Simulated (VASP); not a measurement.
# TiAl (P4/mmm) in VASP: notebook

TiAl is run at these levels: PBE; tasks: single point, relaxation of cell and atoms.

Program: VASP 6.6.1. These are calculated values, not measurements. Logs are shortened: lines on timing, memory, paths and dates and some standing lists are left out, and cuts for length are marked.

## (1) The cell of the first run

It takes space group P4/mmm (No. 123, tetragonal). Conventional cell: a = 2.822 Å, b = 2.822 Å, c = 4.078 Å, α = 90.00°, β = 90.00°, γ = 90.00°. Within 3.7 Å of Ti (site symmetry 4/mmm) lie 4 Ti at 2.82 Å and 8 Al at 2.85 Å. Within 3.7 Å of Al (site symmetry 4/mmm) lie 4 Al at 2.82 Å and 8 Ti at 2.85 Å.

## (2) Single point, PBE

Contents of INCAR:

```
PREC = Accurate ; ENCUT = 520
EDIFF = 1E-7 ; ISMEAR = 0
SIGMA = 0.1 ; LREAL = False
LASPH = True ; NELM = 60
ALGO = Normal ; ISIF = 2
LWAVE = False ; LCHARG = False
GGA = PE ; NBANDS = 14
```

Contents of KPOINTS:

```
regular mesh
0
Gamma
  14 14 10
```

Contents of POSCAR:

```
TiAl
1.0
    2.8216407387      0.0000000000      0.0000000000
    0.0000000000      2.8216407387      0.0000000000
    0.0000000000      0.0000000000      4.0782742136
Ti Al
1 1
Direct
    0.5000000000      0.5000000000      0.5000000000
    0.0000000000      0.0000000000      0.0000000000
```

Potentials or basis: VASP PAW PBE potentials, release 64 (Ti_sv, Al).

The run is started by

```bash
$ cat potpaw_PBE.64/Ti_sv/POTCAR potpaw_PBE.64/Al/POTCAR > POTCAR
$ mpirun -np 1 vasp_std > vasp.out
```

OUTCAR:

```text
PREC = Accurate
   ENCUT = 520
   EDIFF = 1E-7
   ISMEAR = 0
   LREAL = False
   LASPH = True
   NELM = 60
   ISIF = 2
   GGA = PE

 ion  position               nearest neighbor table
   1  0.500  0.500  0.500-   2 2.85   2 2.85   2 2.85   2 2.85   2 2.85   2 2.85   2 2.85   2 2.85

   2  0.000  0.000  0.000-   1 2.85   1 2.85   1 2.85   1 2.85   1 2.85   1 2.85   1 2.85   1 2.85

  LATTYP: Found a simple tetragonal cell.
 ALAT       =     2.8216407387
 C/A-ratio  =     1.4453555896

  Lattice vectors:

 A1 = (   2.8216407387,   0.0000000000,   0.0000000000)
 A2 = (   0.0000000000,   2.8216407387,   0.0000000000)
 A3 = (   0.0000000000,   0.0000000000,   4.0782742136)

Analysis of symmetry for initial positions (statically):
=====================================================================
 Subroutine PRICEL returns:
 Original cell was already a primitive cell.

 Routine SETGRP: Setting up the symmetry group for a
 simple tetragonal supercell.

 Subroutine GETGRP returns: Found 16 space group operations
 (whereof 16 operations were pure point group operations)
 out of a pool of 16 trial point group operations.

The static configuration has the point symmetry D_4h.

Analysis of symmetry for dynamics (positions and initial velocities):
=====================================================================
 Subroutine PRICEL returns:
 Original cell was already a primitive cell.

 Routine SETGRP: Setting up the symmetry group for a
 simple tetragonal supercell.

 Subroutine GETGRP returns: Found 16 space group operations
 (whereof 16 operations were pure point group operations)
 out of a pool of 16 trial point group operations.

The dynamic configuration has the point symmetry D_4h.

 Subroutine INISYM returns: Found 16 space group operations
 (whereof 16 operations are pure point group operations),
 and found     1 'primitive' translations

----------------------------------------------------------------------------------------

                                     Primitive cell

  volume of cell :      32.4698

  direct lattice vectors                    reciprocal lattice vectors
     2.821640739  0.000000000  0.000000000     0.354403729  0.000000000  0.000000000
     0.000000000  2.821640739  0.000000000     0.000000000  0.354403729  0.000000000
     0.000000000  0.000000000  4.078274214     0.000000000  0.000000000  0.245201756

  length of vectors
     2.821640739  2.821640739  4.078274214     0.354403729  0.354403729  0.245201756

  position of ions in fractional coordinates (direct lattice)
     0.500000000  0.500000000  0.500000000
     0.000000000  0.000000000  0.000000000

  ion indices of the primitive-cell ions
   primitive index   ion index
                 1           1
                 2           2

----------------------------------------------------------------------------------------

 KPOINTS: regular mesh

Automatic generation of k-mesh.
 Grid dimensions read from file:
 generate k-points for:   14   14   10

 Generating k-lattice:

  Cartesian coordinates                     Fractional coordinates (reciprocal lattice)
     0.025314552  0.000000000  0.000000000     0.071428571  0.000000000  0.000000000
     0.000000000  0.025314552  0.000000000     0.000000000  0.071428571  0.000000000
     0.000000000  0.000000000  0.024520176     0.000000000  0.000000000  0.100000000

  Length of vectors
     0.025314552  0.025314552  0.024520176

  Shift w.r.t. Gamma in fractional coordinates (k-lattice)
     0.000000000  0.000000000  0.000000000

 Subroutine IBZKPT returns following result:
 ===========================================

 Found    216 irreducible k-points:

 Following reciprocal coordinates:
            Coordinates               Weight
  0.000000  0.000000  0.000000      1.000000
  0.071429  0.000000  0.000000      4.000000
  0.142857  0.000000  0.000000      4.000000
  0.214286  0.000000  0.000000      4.000000
  0.285714  0.000000  0.000000      4.000000
  0.357143  0.000000  0.000000      4.000000
[... 16 lines left out ...]
  0.285714  0.214286  0.000000      8.000000
  0.357143  0.214286  0.000000      8.000000
 [... further k-points ...]
   k-points           NKPTS =    216   k-points in BZ     NKDIM =    216   number of bands    NBANDS=     14
   number of dos      NEDOS =    301   number of ions     NIONS =      2
   total plane-waves  NPLWV =  17280
   dimension x,y,z NGX =    24 NGY =   24 NGZ =   30
   dimension x,y,z NGXF=    48 NGYF=   48 NGZF=   60
   ions per type =               1   1
   NGX,Y,Z   is equivalent  to a cutoff of  14.14, 14.14, 12.23 a.u.
   NGXF,Y,Z  is equivalent  to a cutoff of  28.28, 28.28, 24.46 a.u.
 SYSTEM =  unknown system
   PREC   = accura    normal or accurate (medium, high low for compatibility)
   ISTART =      0    job   : 0-new  1-cont  2-samecut
   ICHARG =      2    charge: 1-file 2-atom 10-const
   ISPIN  =      1    spin polarized calculation?
   LNONCOLLINEAR =      F non collinear calculations
   LSORBIT =      F    spin-orbit coupling
   LASPH  =      T    aspherical Exc in radial PAW
   ENCUT  =  520.0 eV  38.22 Ry    6.18 a.u.   5.25  5.25  7.58*2*pi/ulx,y,z
   NELM   =     60;   NELMIN=  2; NELMDL= -5     # of ELM steps
   EDIFF  = 0.1E-06   stopping-criterion for ELM
   LREAL  =      F    real-space projection
   EDIFFG = 0.1E-05   stopping-criterion for IOM
   NSW    =      0    number of steps for IOM
   IBRION =     -1    ionic relax: 0-MD 1-quasi-New 2-CG
   NFREE  =      0    steps in history (QN), initial steepest desc. (CG)
   ISIF   =      2    stress and relaxation
   ISYM   =      2    0-nonsym 1-usesym 2-fastsym
   POTIM  = 0.5000    time-step for ionic-motion
   TEBEG  =    0.0;   TEEND  =   0.0 temperature during run
   PSTRESS=    0.0 pullay stress
   NELECT =      15.0000    total number of electrons
   NUPDOWN=      -1.0000    fix difference up-down
   EMIN   =  10.00;   EMAX   =-10.00  energy-range for DOS
   EFERMI =   0.00;   METHOD = LEGACY
   ISMEAR =     0;   SIGMA  =   0.10  broadening in eV -4-tet -1-fermi 0-gaus
   EFERMI_NEDOS =   21; number of points for ismear=-14 and -15
   IALGO  =     38    algorithm
   IMIX   =      4    mixing-type and parameters
     AMIX     =   0.40;   BMIX     =  1.00
     AMIX_MAG =   1.60;   BMIX_MAG =  1.00
  volume/ion in A,a.u.               =      16.23       109.56
  Fermi-wavevector in a.u.,A,eV,Ry     =   1.265548  2.391539 21.791252  1.601612
  Thomas-Fermi vector in A             =   2.398795
   LORBIT       =      0    0 simple, 1 ext, 2 COOP (PROOUT), +10 PAW based schemes
   GGA     = PE    functional components
   LHFCALC =     F    Hartree Fock is set to
   AEXX    =    0.0000 exact exchange contribution
   IVDW    =     0    specifies the selected vdW correction
   LEPSILON=     F    determine dielectric tensor
   LRPA    =     F    only Hartree local field effects (RPA)
 non-spin polarized calculation
 Gauss-broadening in eV      SIGMA  =   0.10
  energy-cutoff  :      520.00
  volume of cell :       32.47
 maximum number of plane-waves:       900
 NGX is ok and might be reduce to    24
   NGX = 11   NGY = 11   NGZ = 15

 number of electron      15.0000001 magnetization

 Free energy of the ion-electron system (eV)
  ---------------------------------------------------
  ext. energy  EPLUGINS =         0.00000000
  ---------------------------------------------------
  free energy    TOTEN  =       -12.39555544 eV

  energy without entropy =      -12.38701455  energy(sigma->0) =      -12.39128499

 E-fermi :   8.3250     XC(G=0): -11.0330

 val. band max:        8.3210936829   @ k =   0.2143   0.1429   0.5000
 cond. band min:       8.3520078126   @ k =   0.3571   0.1429   0.2000
 fundamental gap:      0.0309141297
 Fermi energy:         8.3249621763

 k-point     1 :       0.0000    0.0000    0.0000
  band No.  band energies     occupation
      1     -48.3161      2.00000
      2     -24.7127      2.00000
      3     -24.2671      2.00000
      4     -24.2671      2.00000
      5      -0.7230      2.00000
      6       6.4453      2.00000
      7       7.4757      2.00000
      8       7.9209      2.00000
      9      10.4734      0.00000
     10      10.4734      0.00000
     11      11.6204      0.00000
     12      14.4364      0.00000
     13      16.7079      0.00000
     14      16.7079      0.00000

 k-point     2 :       0.0714    0.0000    0.0000
  band No.  band energies     occupation
      1     -48.3132      2.00000
      2     -24.7098      2.00000
      3     -24.2914      2.00000
      4     -24.2650      2.00000
      5      -0.6224      2.00000
      6       6.5282      2.00000
      7       7.5143      2.00000
      8       7.8351      2.00000
      9      10.4902      0.00000
     10      10.5813      0.00000
     11      11.5213      0.00000
     12      14.4266      0.00000
     13      15.3413      0.00000
     14      16.8381      0.00000

 k-point     3 :       0.1429    0.0000    0.0000
  band No.  band energies     occupation
      1     -48.3051      2.00000
      2     -24.7018      2.00000
      3     -24.3589      2.00000
      4     -24.2592      2.00000
      5      -0.3232      2.00000
      6       6.7546      2.00000
      7       7.5964      2.00000
      8       7.6146      2.00000
      9      10.5377      0.00000
     10      10.8789      0.00000
     11      11.2618      0.00000
     12      13.6550      0.00000
     13      14.4706      0.00000
     14      17.2032      0.00000
[... 324 lines left out ...]
 k-point    23 :       0.2857    0.2143    0.0000
  band No.  band energies     occupation
      1     -48.2584      2.00000
      2     -24.6560      2.00000
      3     -24.5395      2.00000
      4     -24.4232      2.00000
      5       1.6609      2.00000
      6       7.2834      2.00000
      7       7.3378      2.00000
      8       8.1128      1.99730
      9       9.2928      0.00000
     10       9.9459      0.00000
     11      11.8638      0.00000
     12      13.5042      0.00000
     13      14.2005      0.00000
     14      15.1255      0.00000

 k-point    24 :       0.3571    0.2143    0.0000
  band No.  band energies     occupation
      1     -48.2468      2.00000
      2     -24.6447      2.00000
      3     -24.6317      2.00000
      4     -24.4129      2.00000
      5       2.4566      2.00000
      6       6.5803      2.00000
      7       7.2288      2.00000
      8       8.2979      1.29791
      9       9.2773      0.00000
     10       9.6621      0.00000
     11      11.9031      0.00000
     12      14.1495      0.00000
     13      14.7772      0.00000
     14      15.2769      0.00000

 [... further k-points ...]
[... 5 lines left out ...]
  --------------------------------------------------------------------------------------
  -------------------------------------------------------------------------------------
  Total       -0.0105119     -0.0105119     -0.0109415      0.0000000      0.0000000      0.0000000
  in kB       -0.5186953     -0.5186953     -0.5398929      0.0000000      0.0000000      0.0000000
  external PRESSURE =      -0.5257612 kB  Pullay stress =       0.0000000 kB

 VOLUME and BASIS-vectors are now :
 -----------------------------------------------------------------------------
  energy-cutoff  :      520.00
  volume of cell :       32.47
      direct lattice vectors                 reciprocal lattice vectors
     2.821640739  0.000000000  0.000000000     0.354403729  0.000000000  0.000000000
     0.000000000  2.821640739  0.000000000     0.000000000  0.354403729  0.000000000
     0.000000000  0.000000000  4.078274214     0.000000000  0.000000000  0.245201756

 POSITION                                       TOTAL-FORCE (eV/Angst)
 -----------------------------------------------------------------------------------
      1.41082      1.41082      2.03914         0.000000      0.000000      0.000000
      0.00000      0.00000      0.00000         0.000000      0.000000      0.000000
 -----------------------------------------------------------------------------------
    total drift:                                0.000000      0.000000     -0.000000

  FREE ENERGIE OF THE ION-ELECTRON SYSTEM (eV)
  ---------------------------------------------------
  free  energy   TOTEN  =       -12.3955554379 eV

  energy  without entropy=      -12.3870145494  energy(sigma->0) =      -12.39128499
```

It took 83 s on 1 thread of Intel Xeon Platinum 8259CL at 2.50GHz (Skylake/Cascade Lake), shared host; peak memory 0.23 GiB.

What came out:

- Free energy: -12.3956 eV
- Pressure: -0.1 GPa

Levels at points of the mesh, in eV from the Fermi level:
```
           k point  band 5  band 6  band 7  band 8  band 9  band 10  band 11  band 12
(0.00, 0.00, 0.00)   -9.05   -1.88   -0.85   -0.40    2.15     2.15     3.30     6.11
(0.50, 0.00, 0.00)   -4.57   -4.53   -1.72   -0.26    1.74     2.50     4.30     5.06
(0.50, 0.50, 0.00)   -3.18   -0.47   -0.47   -0.40   -0.22    -0.22     4.18     4.93
(0.00, 0.00, 0.50)   -7.59   -5.28   -0.68    0.61    1.80     1.80     3.31     7.92
(0.50, 0.00, 0.50)   -4.92   -2.95   -1.21   -1.16    1.35     1.79     2.29     3.76
(0.50, 0.50, 0.50)   -2.51   -2.26   -2.26    1.76    2.11     2.70     4.17     4.17
```

(Part 1 of 3 ends here.)
